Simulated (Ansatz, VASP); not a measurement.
# CdTe: VASP beside Ansatz

Contents of INCAR:

```
SYSTEM = CdTe
PREC     = Accurate       ! precision mode
ENCUT    = 520            ! plane-wave cutoff, eV
EDIFF    = 1E-6           ! SCF threshold, eV
ISMEAR   = 0              ! smearing method
SIGMA    = 0.01           ! smearing width, eV
LREAL    = .FALSE.        ! projectors in reciprocal space
LASPH    = .TRUE.         ! aspherical terms in the spheres
NELM     = 150            ! most SCF steps
ALGO     = Normal         ! electronic algorithm
ISIF     = 2              ! what is computed and relaxed
LWAVE    = .FALSE.        ! write WAVECAR
LCHARG   = .FALSE.        ! write CHGCAR
LNONCOLLINEAR= .TRUE.         ! non-collinear magnetism
MAGMOM   = 0 0 0 0 0 0    ! initial moments
LORBIT   = 11             ! projections on sites
LSORBIT  = .TRUE.         ! spin-orbit coupling
GGA_COMPAT= .FALSE.      
LORBMOM  = .TRUE.       
GGA      = PS             ! functional
NBANDS   = 30             ! bands
```

KPOINTS

```
regular mesh
0
G
  6 6 6
  0 0 0
```

POSCAR

```
CdTe
1.0
    3.3095987339      3.3095987339      0.0000000000
   -3.3095987339      3.3095987339      0.0000000000
    0.0000000000      3.3095987339      3.1563388381
Cd Te
1 1
Direct
    0.0000000000      0.0000000000      0.0000000000
    0.7500000000      0.2500000000      0.5000000000
```

Input for Ansatz:

```yaml
crystal:
  lattice:
    - [3.30959873387, 3.30959873387, 0.0]
    - [-3.30959873387, 3.30959873387, 0.0]
    - [0.0, 3.30959873387, 3.1563388381]
  atoms:
    - { symbol: Cd, position: [0.0, 0.0, 0.0] }
    - { symbol: Te, position: [0.75, 0.25, 0.5] }
kpoints:
  mp_grid: { grid: [6, 6, 6] }
scf:
  occupations: { method: fixed }
  convergence: { dr2_threshold: 1.0e-10 }
hamiltonian:
  xc: pbesol
  pseudopotentials: { kind: all_electron, lapw: { basis_error: 0.0005 } }
magnetization:
  noncollinear: true
  spin_orbit: true
output:
  forces: true
  stress: true
  eigenstates:
    kpoints:
      - [0.0, 0.0, 0.0]
      - [-0.5, -0.5, -0.5]
      - [-0.5, 0.5, 0.0]
      - [0.0, 0.0, -0.5]
      - [0.0, -0.5, -0.5]
      - [0.0, 0.5, 0.0]
      - [-0.5, 0.0, 0.0]
      - [-0.5, 0.0, -0.5]
  eigenvalues: true
```

Change from the starting cell: film at in-plane strain +0.02.

Alike in both runs: task single point; functional PBEsol; k mesh 6 × 6 × 6; non-collinear spin, spin-orbit coupling.

|  | VASP | Ansatz |
| --- | --- | --- |
| version | VASP 6.6.1 | Ansatz 0.2.0 |
| potentials or method | VASP PAW PBE potentials, release 64 (Cd, Te), cutoff 520 eV | all-electron LAPW |
| occupations | gaussian, width 0.01 eV | fixed |

VASP gave:

| Quantity | Value |
| --- | --- |
| pressure (GPa) | -0.3 |
| traceless stress, the component that is largest in VASP (GPa) | 0.50 |

Which values does Ansatz return?

Pressure (GPa): -0.5; traceless stress, the component that is largest in VASP (GPa): 0.50.

VASP's potentials were made for PBE, not for PBEsol. Ansatz ran all-electron here, and VASP with PAW potentials.
